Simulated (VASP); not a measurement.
Write the native input for VASP 6.6.1 that does the following.

```yaml
Task: single point
Functional: PBE
Potentials_or_basis: VASP PAW PBE potentials, release 64 (Pb_d, S)
Cutoff: 520 eV
k_mesh: 8 × 8 × 8
Occupations: fermi-dirac, width 0.02 eV
Spin: non-collinear spin, zero start, spin-orbit coupling
Starting_moments: "[[0.0, 0.0, 0.0], [0.0, 0.0, 0.0]] μB"
Dipole_correction: no
Further_INCAR_settings: ALGO = Normal; EDIFF = 1e-06; NBANDS = 32
```

The structure of PbS lies in POSCAR:

```
PbS
1.0
    3.6351319672      0.0000000000      0.0000000000
    0.0000000000      3.6351319672      0.0000000000
    0.0000000000      0.0000000000      3.6351319672
Pb S
1 1
Direct
    0.0000000000      0.0000000000      0.0000000000
    0.5000000000      0.5000000000      0.5000000000
```

One way to write it, as run:

INCAR

```
PREC = Accurate ; ENCUT = 520
EDIFF = 1E-6 ; ISMEAR = -1
SIGMA = 0.02 ; LREAL = False
LASPH = True ; NELM = 150
ALGO = Normal ; ISIF = 2
LWAVE = False ; LCHARG = False
MAGMOM = 0 0 0 0 0 0 ; LORBIT = 11
LSORBIT = True ; GGA_COMPAT = False
LORBMOM = True ; GGA = PE
NBANDS = 32
```

KPOINTS

```
regular mesh
0
Gamma
  8 8 8
```

Potentials or basis: VASP PAW PBE potentials, release 64 (Pb_d, S).

The run is started by

```bash
$ cat potpaw_PBE.64/Pb_d/POTCAR potpaw_PBE.64/S/POTCAR > POTCAR
$ mpirun -np 1 vasp_ncl > vasp.out
```

Results of the run:

```yaml
Pressure: 0.4 GPa
Net_moment: 0.00 μB per cell
Valence_electrons_inside_the_program's_atomic_spheres: Pb 11.81; S 3.66
```

Wall time 2.1 min on 1 thread of AMD EPYC 7R13 Processor (Zen 3), with other jobs on the host, peak memory 0.25 GiB.
